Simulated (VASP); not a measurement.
Runs of VASP 6.6.1 on MgO. The structure is that of space group Fm-3m (No. 225), or close to it. The cells are those of the table. 

```tsv
task	level	potentials or basis	cell	smearing	gap on the mesh (eV)	pressure (GPa)	relaxed volume (Å³/atom)
single point	r2SCAN	VASP PAW PBE potentials, release 64 (Mg_sv, O)	a = 2.973 Å, angles 60.0°, 2 atoms	fermi-dirac 0.02 eV	5.70	0.0	-
single point	r2SCAN	VASP PAW PBE potentials, release 64 (Mg_sv, O)	a = 2.973 Å, angles 60.0°, 2 atoms	gaussian 0.01 eV	5.70	0.0	-
single point	LDA	VASP PAW LDA potentials, release 64 (Mg_sv, O)	a = 2.973 Å, angles 60.0°, 2 atoms	gaussian 0.01 eV	4.72	-5.3	-
relaxation of cell and atoms	LDA	VASP PAW LDA potentials, release 64 (Mg_sv, O)	relaxed from a = 3.008 Å, angles 60.0°, 2 atoms	fermi-dirac 0.02 eV	5.03	0.0	9.01
single point	LDA	VASP PAW LDA potentials, release 64 (Mg_sv, O)	a = 2.941 Å, angles 60.0°, 2 atoms	fermi-dirac 0.02 eV	(a)	0.1	-
relaxation of cell and atoms	r2SCAN	VASP PAW PBE potentials, release 64 (Mg_sv, O)	relaxed from a = 3.008 Å, angles 60.0°, 2 atoms	fermi-dirac 0.02 eV	5.70	0.0	(b)
```

Alike in all rows: no spin polarisation; k mesh 10 × 10 × 10; cutoff (eV) 750.

Question: Estimate the missing entries.

Answer: (a) 5.05; (b) 9.29.

Caveats: the PAW data sets were made with another functional, which shifts forces and pressure a little (at least some runs); the cell stands under tension (at least some runs).

